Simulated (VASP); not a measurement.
# Ag (I4/mmm) in VASP: notebook, part 2 of 2

VASP 6.6.1.

## (3) Single point, PBEsol (strain -0.015 along x and y, +0.030 along z)

INCAR

```
PREC     = Accurate       # precision mode
ENCUT    = 520            # plane-wave cutoff, eV
EDIFF    = 1E-7           # SCF threshold, eV
ISMEAR   = 0              # smearing method
SIGMA    = 0.15           # smearing width, eV
LREAL    = F              # projectors in reciprocal space
LASPH    = T              # aspherical terms in the spheres
NELM     = 100            # most SCF steps
ALGO     = Normal         # electronic algorithm
ISIF     = 2              # what is computed and relaxed
LWAVE    = F              # write WAVECAR
LCHARG   = F              # write CHGCAR
GGA      = PS             # functional
NBANDS   = 12             # bands
```

KPOINTS

```
regular mesh
0
Gamma
  20 20 20
```

POSCAR

```
Ag
1.0
    0.0000000000      2.0124535000      2.1043930000
    2.0124535000      0.0000000000      2.1043930000
    2.0124535000      2.0124535000      0.0000000000
Ag
1
Direct
    0.0000000000      0.0000000000      0.0000000000
```

Potentials or basis: VASP PAW PBE potentials, release 64 (Ag).

Run with:

```
> cat potpaw_PBE.64/Ag/POTCAR > POTCAR
> mpirun -np 1 vasp_std > vasp.out
```

Run time: 32 s. Hardware: 1 thread of Intel Xeon 6975P-C (Granite Rapids), shared host; peak memory 0.24 GiB.

The run converged. Its results:

* Free energy: -3.3061 eV
* Pressure: -2.7 GPa
* Band gap on the k mesh: zero (an odd number of electrons rules out a gap without spin polarisation)

Stress tensor (GPa, compression positive):
```
-2.00  0.00  0.00
 0.00 -2.00  0.00
 0.00  0.00 -4.02
```

Levels at points of the mesh, in eV from the Fermi level:
| k point | band 4 | band 5 | band 6 | band 7 | band 8 | band 9 |
| --- | --- | --- | --- | --- | --- | --- |
| (0.00, 0.00, 0.00) | -4.66 | -3.88 | -3.57 | 16.02 | 19.18 | 19.76 |
| (0.50, 0.00, 0.00) | -2.98 | -2.86 | -0.45 | 3.60 | 15.07 | 17.48 |
| (0.50, 0.50, 0.00) | -2.73 | -2.73 | 1.06 | 6.00 | 11.15 | 11.15 |
| (0.50, 0.00, 0.50) | -2.82 | -2.59 | 1.81 | 7.10 | 10.34 | 10.38 |

Caveat: the cell differs from its parent crystal (strain -0.015 along x and y, +0.030 along z); the PAW data sets were made with another functional, which shifts forces and pressure a little.

## (4) Single point, PBEsol (strain +0.000 along x and y, +0.015 along z)

INCAR, as its differences from that of step 3:

```diff
@@ -2,3 +2,3 @@
 ENCUT    = 520            # plane-wave cutoff, eV
-EDIFF    = 1E-7           # SCF threshold, eV
+EDIFF    = 1E-6           # SCF threshold, eV
 ISMEAR   = 0              # smearing method
@@ -7,3 +7,3 @@
 LASPH    = T              # aspherical terms in the spheres
-NELM     = 100            # most SCF steps
+NELM     = 60             # most SCF steps
 ALGO     = Normal         # electronic algorithm
```

KPOINTS is that of step 3.

POSCAR

```
Ag
1.0
    0.0000000000      2.0431000000      2.0737465000
    2.0431000000      0.0000000000      2.0737465000
    2.0431000000      2.0431000000      0.0000000000
Ag
1
Direct
    0.0000000000      0.0000000000      0.0000000000
```

Run with:

```
> cat potpaw_PBE.64/Ag/POTCAR > POTCAR
> mpirun -np 1 vasp_std > vasp.out
```

Run time: 30 s. Hardware: 1 thread of Intel Xeon 6975P-C (Granite Rapids), shared host; peak memory 0.24 GiB.

Results (log left out):

```yaml
Free_energy: -3.3032 eV
Pressure: -4.3 GPa
Band_gap_on_the_k_mesh: zero (an odd number of electrons rules out a gap without spin polarisation)
```

Stress tensor (GPa, compression positive):
```
-4.08  0.00  0.00
 0.00 -4.08  0.00
 0.00  0.00 -4.67
```

Levels at points of the mesh, in eV from the Fermi level:
```tsv
k point	band 3	band 4	band 5	band 6	band 7	band 8	band 9	band 10
(0.00, 0.00, 0.00)	-4.67	-4.67	-3.73	-3.63	15.97	19.33	19.51	19.51
(0.50, 0.00, 0.00)	-4.67	-2.92	-2.88	-0.40	3.52	15.18	17.52	17.85
(0.50, 0.50, 0.00)	-2.93	-2.70	-2.70	1.41	6.37	10.72	10.72	17.16
(0.50, 0.00, 0.50)	-2.93	-2.73	-2.66	1.66	6.74	10.45	10.46	16.91
```

Caveat: the cell differs from its parent crystal (strain +0.000 along x and y, +0.015 along z); the cell stands under tension; the PAW data sets were made with another functional, which shifts forces and pressure a little.

## (5) Single point, PBEsol (strain +0.015 along x and y, -0.015 along z)

INCAR

```
SYSTEM = Ag
  ALGO = Normal
  EDIFF = 1E-6
  ENCUT = 520
  GGA = PS
  ISIF = 2
  ISMEAR = 0
  LASPH = .True.
  LCHARG = .False.
  LREAL = .False.
  LWAVE = .False.
  NBANDS = 12
  NELM = 60
  PREC = Accurate
  SIGMA = 0.15
```

KPOINTS

```
k-points
0
Gamma
  20 20 20
  0 0 0
```

POSCAR

```
Ag
1.0
    0.0000000000      2.0737465000      2.0124535000
    2.0737465000      0.0000000000      2.0124535000
    2.0737465000      2.0737465000      0.0000000000
Ag
1
Direct
    0.0000000000      0.0000000000      0.0000000000
```

Run with:

```
> cat potpaw_PBE.64/Ag/POTCAR > POTCAR
> mpirun -np 1 vasp_std > vasp.out
```

Wall time 30 s (1 thread of Intel Xeon 6975P-C (Granite Rapids), shared host); peak memory 0.25 GiB.

Results (log left out):

```yaml
Free_energy: -3.3025 eV
Pressure: -4.2 GPa
Band_gap_on_the_k_mesh: zero (an odd number of electrons rules out a gap without spin polarisation)
```

Stress tensor (GPa, compression positive):
```
-4.57  0.00  0.00
 0.00 -4.57  0.00
 0.00  0.00 -3.57
```

Levels at points of the mesh, in eV from the Fermi level:
```csv
k point,band 3,band 4,band 5,band 6,band 7,band 8,band 9,band 10
"(0.00, 0.00, 0.00)",-4.76,-4.58,-3.78,-3.59,15.98,19.32,19.32,19.71
"(0.50, 0.00, 0.00)",-4.63,-2.95,-2.86,-0.40,3.52,15.14,17.32,18.09
"(0.50, 0.50, 0.00)",-2.94,-2.69,-2.69,1.92,7.11,10.19,10.19,16.66
"(0.50, 0.00, 0.50)",-2.93,-2.77,-2.64,1.40,6.37,10.71,10.75,17.17
```

Caveat: the cell differs from its parent crystal (strain +0.015 along x and y, -0.015 along z); the cell stands under tension; the PAW data sets were made with another functional, which shifts forces and pressure a little.

## (6) Single point, PBEsol (strain +0.000 along x and y, +0.030 along z)

INCAR

```
SYSTEM = Ag
PREC = Accurate
ENCUT = 520
EDIFF = 1E-7
ISMEAR = 0
SIGMA = 0.15
LREAL = .False.
LASPH = .True.
NELM = 60
ALGO = Normal
ISIF = 2
LWAVE = .False.
LCHARG = .False.
GGA = PS
NBANDS = 12
```

KPOINTS

```
regular mesh
0
Gamma
  20 20 20
  0 0 0
```

POSCAR

```
Ag
1.0
    0.0000000000      2.0431000000      2.1043930000
    2.0431000000      0.0000000000      2.1043930000
    2.0431000000      2.0431000000      0.0000000000
Ag
1
Direct
    0.0000000000      0.0000000000      0.0000000000
```

Potentials or basis: VASP PAW PBE potentials, release 64 (Ag).

Run with:

```
> cat potpaw_PBE.64/Ag/POTCAR > POTCAR
> mpirun -np 1 vasp_std > vasp.out
```

It took 36 s on 1 thread of Intel Xeon 6975P-C (Granite Rapids), shared host; peak memory 0.24 GiB.

It converged, with:

```yaml
Free_energy: -3.2945 eV
Pressure: -5.6 GPa
Band_gap_on_the_k_mesh: zero (an odd number of electrons rules out a gap without spin polarisation)
```

Stress tensor (GPa, compression positive):
```
-5.18  0.00  0.00
 0.00 -5.18  0.00
 0.00  0.00 -6.34
```

Levels at points of the mesh, in eV from the Fermi level:
| k point | band 3 | band 4 | band 5 | band 6 | band 7 | band 8 | band 9 | band 10 |
| --- | --- | --- | --- | --- | --- | --- | --- | --- |
| (0.00, 0.00, 0.00) | -4.59 | -4.59 | -3.75 | -3.56 | 15.94 | 19.10 | 19.45 | 19.45 |
| (0.50, 0.00, 0.00) | -4.58 | -2.94 | -2.86 | -0.36 | 3.44 | 15.09 | 17.26 | 17.87 |
| (0.50, 0.50, 0.00) | -2.92 | -2.71 | -2.71 | 1.26 | 6.03 | 10.82 | 10.82 | 17.15 |
| (0.50, 0.00, 0.50) | -2.93 | -2.77 | -2.63 | 1.75 | 6.74 | 10.29 | 10.31 | 16.66 |

Caveat: the cell differs from its parent crystal (strain +0.000 along x and y, +0.030 along z); the cell stands under tension; the PAW data sets were made with another functional, which shifts forces and pressure a little.

## (7) Single point, PBEsol (strain +0.015 along x and y, +0.000 along z)

INCAR

```
PREC = Accurate
ENCUT = 520
EDIFF = 1E-7
ISMEAR = 0
SIGMA = 0.15
LREAL = False
LASPH = True
NELM = 60
ALGO = Fast
ISIF = 2
LWAVE = False
LCHARG = False
GGA = PS
NBANDS = 12
```

KPOINTS

```
Automatic mesh
0
Gamma
  20 20 20
```

POSCAR

```
Ag
1.0
    0.0000000000      2.0737465000      2.0431000000
    2.0737465000      0.0000000000      2.0431000000
    2.0737465000      2.0737465000      0.0000000000
Ag
1
Direct
    0.0000000000      0.0000000000      0.0000000000
```

Run with:

```
> cat potpaw_PBE.64/Ag/POTCAR > POTCAR
> mpirun -np 1 vasp_std > vasp.out
```

Run time: 36 s. Hardware: 1 thread of Intel Xeon 6975P-C (Granite Rapids), shared host; peak memory 0.25 GiB.

Results (log left out):

| Item | Value |
| --- | --- |
| Free energy | -3.2953 eV |
| Pressure | -5.6 GPa |
| Band gap on the k mesh | zero (an odd number of electrons rules out a gap without spin polarisation) |

Stress tensor (GPa, compression positive):
```
-5.77  0.00  0.00
 0.00 -5.77  0.00
 0.00  0.00 -5.29
```

Levels at points of the mesh, in eV from the Fermi level:
```
           k point  band 3  band 4  band 5  band 6  band 7  band 8  band 9  band 10
(0.00, 0.00, 0.00)   -4.67   -4.58   -3.70   -3.61   15.94   19.27   19.27    19.45
(0.50, 0.00, 0.00)   -4.62   -2.91   -2.87   -0.36    3.44   15.15   17.35    17.71
(0.50, 0.50, 0.00)   -2.92   -2.69   -2.69    1.76    6.74   10.29   10.29    16.66
(0.50, 0.00, 0.50)   -2.92   -2.73   -2.67    1.51    6.38   10.55   10.57    16.91
```

Caveat: the cell differs from its parent crystal (strain +0.015 along x and y, +0.000 along z); the cell stands under tension; the PAW data sets were made with another functional, which shifts forces and pressure a little.

## (8) Summary

| cell | gap on the mesh (eV) | pressure (GPa) |
| --- | --- | --- |
| a = 2.890, b = 2.890, c = 2.846 Å, angles 60.5, 60.5, 59.0°, 1 atom | none | -1.0 |
| a = 2.912, b = 2.912, c = 2.846 Å, angles 60.7, 60.7, 58.5°, 1 atom | none | -2.7 |
| a = 2.911, b = 2.911, c = 2.889 Å, angles 60.2, 60.2, 59.5°, 1 atom | none | -4.3 |
| a = 2.890, b = 2.890, c = 2.933 Å, angles 59.5, 59.5, 61.0°, 1 atom | none | -4.2 |
| a = 2.933, b = 2.933, c = 2.889 Å, angles 60.5, 60.5, 59.0°, 1 atom | none | -5.6 |
| a = 2.911, b = 2.911, c = 2.933 Å, angles 59.8, 59.8, 60.5°, 1 atom | none | -5.6 |

Alike in all rows: task single point; level PBEsol; potentials or basis VASP PAW PBE potentials, release 64 (Ag); no spin polarisation; k mesh 20 × 20 × 20; cutoff (eV) 520; smearing gaussian 0.15 eV.

Caveats: the PAW data sets were made with another functional, which shifts forces and pressure a little; the cell stands under tension (at least some runs).

Total energies depend on the potentials used, so only differences within one code and one set of settings carry meaning.
